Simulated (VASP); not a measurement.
Mo, 1 atom in the cell. The typed cell holds 1 atom: a = 2.825 Å, b = 2.722 Å, c = 2.538 Å, α = 89.36°, β = 92.00°, γ = 122.00°. 

```yaml
Program: VASP 6.6.1
Task: single point
Functional: PBE
Potentials_or_basis: VASP PAW PBE potentials, release 64 (Mo_sv)
Cutoff: 520 eV
k_mesh: 18 × 19 × 17
Occupations: gaussian, width 0.05 eV
Spin: no spin polarisation
Dipole_correction: no
Further_INCAR_settings: ALGO = Fast; EDIFF = 1e-06; NBANDS = 13
```

Potentials or basis: VASP PAW PBE potentials, release 64 (Mo_sv).

Command:

```console
$ cat potpaw_PBE.64/Mo_sv/POTCAR > POTCAR
$ mpirun -np 1 vasp_std > vasp.out
```

Hardware: 1 thread of Intel(R) Xeon(R) 6975P-C (Granite Rapids), with other jobs on the host.

How long does it take, and how much memory?

Wall time 2.3 min on 1 thread of Intel(R) Xeon(R) 6975P-C (Granite Rapids), with other jobs on the host, peak memory 0.64 GiB. Counts: scf iterations 12, k points 2908.
